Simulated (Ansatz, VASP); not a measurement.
## Two plane-wave programs on V

```
V
1.0
    -1.55050    1.55050    1.55050
     1.55050   -1.55050    1.55050
     1.55050    1.55050   -1.55050
V
1
Cartesian
  0.0000 0.0000 0.0000
```

Alike in both runs: task single point; functional RPBE; k mesh 24 × 24 × 24; occupations fermi-dirac, width 0.1 eV; no spin polarisation.

|  | VASP | Ansatz |
| --- | --- | --- |
| version | VASP 6.6.1 | Ansatz 0.2.0 |
| potentials or method | VASP PAW PBE potentials, release 64 (V_sv), cutoff 520 eV | plane waves (420 eV) with PAW, scalar-relativistic |
| valence electrons in the cell | 13 | 13 |

|  | VASP | Ansatz | Ansatz less VASP |
| --- | --- | --- | --- |
| pressure (GPa) | -11.0 | -11.2 | -0.18 |

VASP's potentials were made for PBE, not for RPBE.
